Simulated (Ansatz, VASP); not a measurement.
## One calculation of BiTe, two programs

Contents of INCAR:

```
SYSTEM = BiTe
PREC = Accurate
ENCUT = 520
EDIFF = 1E-6
ISMEAR = 0
SIGMA = 0.15
LREAL = .False.
LASPH = .True.
NELM = 80
ALGO = Normal
ISIF = 2
LWAVE = .False.
LCHARG = .True.
GGA = PS
LELF = .True.
LVHAR = .True.
NBANDS = 18
```

Contents of KPOINTS:

```
regular mesh
0
Gamma
  16 16 16
  0 0 0
```

Contents of POSCAR:

```
BiTe
1.0
    0.0000000000      3.1971538327      3.1971538327
    3.1971538327      0.0000000000      3.1971538327
    3.1971538327      3.1971538327      0.0000000000
Bi Te
1 1
Direct
    0.0000000000      0.0000000000      0.0000000000
    0.4765416355      0.4765416355      0.5234583645
```

Input for Ansatz:

```yaml
crystal:
  lattice:
    - [0.0, 3.1971538327, 3.1971538327]
    - [3.1971538327, 0.0, 3.1971538327]
    - [3.1971538327, 3.1971538327, 0.0]
  atoms:
    - { symbol: Bi, position: [0.0, 0.0, 0.0] }
    - { symbol: Te, position: [0.4765416355, 0.4765416355, 0.5234583645] }
basis:
  ecutwfc: 420
kpoints:
  mp_grid: { grid: [16, 16, 16] }
hamiltonian:
  xc: pbesol
scf:
  occupations: { method: gaussian, width: 0.15 }
output:
  forces: true
  stress: true
  eigenvalues: true
```

Change from the starting cell: all Te atoms moved +0.150 Å, as atom 2 towards its neighbour atom 1 (Bi) at 3.197 Å.

Alike in both runs: task single point; functional PBEsol; k mesh 16 × 16 × 16; occupations gaussian, width 0.15 eV; no spin polarisation.

|  | VASP | Ansatz |
| --- | --- | --- |
| version | VASP 6.6.1 | Ansatz 0.2.0 |
| potentials or method | VASP PAW PBE potentials, release 64 (Bi_d, Te), cutoff 520 eV | scalar-relativistic, plane waves, PAW |
| valence electrons in the cell | 21 | 31 |

```csv
,VASP,Ansatz,Ansatz less VASP
gap on the k mesh at the Fermi level (eV),none,none,-
pressure (GPa),0.5,0.5,+0.01
"traceless stress, the component that is largest in VASP (GPa)",0.41,0.40,-0.007
rms of the force components (eV/Å),0.266,0.264,-0.0024
```

VASP's potentials were made for PBE, not for PBEsol. Atom by atom the forces differ by 0.002 eV/Å (rms over components). A gap of «none» marks a metal or a gap that the smearing closes. VASP's potentials hold 21 valence electrons a cell and Ansatz's 31, so a difference there can come from the potentials and not from the codes.

Spin-orbit coupling is off throughout.
